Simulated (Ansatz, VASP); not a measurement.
Two plane-wave programs on RbSi2

```
Rb Si
1.0
     4.96586    0.00000    0.00000
     0.00000    4.96586    0.00000
     0.00000    0.00000    4.45507
Rb Si
1 2
Direct
  0.00000 0.00000 0.00000
  0.50000 0.50000 0.75098
  0.50000 0.50000 0.24902
```

Alike in both runs: functional PBE; dispersion D3(BJ); k mesh 10 × 10 × 10; occupations gaussian, width 0.1 eV; no spin polarisation.

Ansatz relaxed the structure, and its values are those at the end. VASP's run is a single point on that final structure, the one shown.

|  | VASP | Ansatz |
| --- | --- | --- |
| version | VASP 6.6.1 | Ansatz 0.2.0 |
| potentials or method | VASP PAW PBE potentials, release 64 (Rb_sv, Si), cutoff 520 eV | scalar-relativistic, plane waves, PAW |
| valence electrons in the cell | 17 | 17 |

```tsv
	VASP	Ansatz	Ansatz less VASP
gap on the k mesh at the Fermi level (eV)	none	none	-
pressure (GPa)	0.0	0.0	0.00
rms of the force components (eV/Å)	0.004	0.002	-0.0019
```

A gap of «none» marks a metal or a gap that the smearing closes.
